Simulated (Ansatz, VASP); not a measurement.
**AlNi: VASP beside Ansatz**

INCAR

```
  ALGO = Fast
  EDIFF = 1E-6
  ENCUT = 520
  GGA = PE
  ISIF = 2
  ISMEAR = 0
  LASPH = True
  LCHARG = False
  LREAL = False
  LWAVE = False
  NBANDS = 14
  NELM = 100
  PREC = Accurate
  SIGMA = 0.15
```

KPOINTS

```
k-points
0
Gamma
  20 20 20
```

File POSCAR:

```
AlNi
1.0
    2.8930835326      0.0000000000      0.0000000000
    0.0000000000      2.8930835326      0.0000000000
    0.0000000000      0.0000000000      2.8930835326
Al Ni
1 1
Direct
    0.0000000000      0.0000000000      0.0000000000
    0.4875273592      0.4875273592      0.4875273592
```

Input for Ansatz:

```yaml
crystal:
  lattice:
    - [2.8930835326, 0.0, 0.0]
    - [0.0, 2.8930835326, 0.0]
    - [0.0, 0.0, 2.8930835326]
  atoms:
    - { symbol: Al, position: [0.0, 0.0, 0.0] }
    - { symbol: Ni, position: [0.4875273592, 0.4875273592, 0.4875273592] }
basis:
  ecutwfc: 420
kpoints:
  mp_grid: { grid: [20, 20, 20] }
hamiltonian:
  xc: pbe
scf:
  occupations: { method: gaussian, width: 0.15 }
output:
  forces: true
  stress: true
  eigenvalues: true
```

Change from the starting cell: all Ni atoms moved +0.062 Å, as atom 2 towards its neighbour atom 1 (Al) at 2.505 Å.

Alike in both runs: task single point; functional PBE; k mesh 20 × 20 × 20; occupations gaussian, width 0.15 eV; no spin polarisation.

|  | VASP | Ansatz |
| --- | --- | --- |
| version | VASP 6.6.1 | Ansatz 0.2.0 |
| potentials or method | VASP PAW PBE potentials, release 64 (Al, Ni), cutoff 520 eV | scalar-relativistic, plane waves, PAW |
| valence electrons in the cell | 13 | 21 |

VASP gave:

```
gap on the k mesh at the Fermi level (eV)                     : none
pressure (GPa)                                                : 0.1
traceless stress, the component that is largest in VASP (GPa) : 0.18
rms of the force components (eV/Å)                            : 0.207
```

Task: Estimate Ansatz's values.

Result: gap on the k mesh at the Fermi level (eV): none; pressure (GPa): 0.3; traceless stress, the component that is largest in VASP (GPa): 0.18; rms of the force components (eV/Å): 0.206.

Atom by atom the forces differ by 0.001 eV/Å (rms over components). A gap of «none» marks a metal or a gap that the smearing closes. VASP's potentials hold 13 valence electrons a cell and Ansatz's 21, so a difference there can come from the potentials and not from the codes.
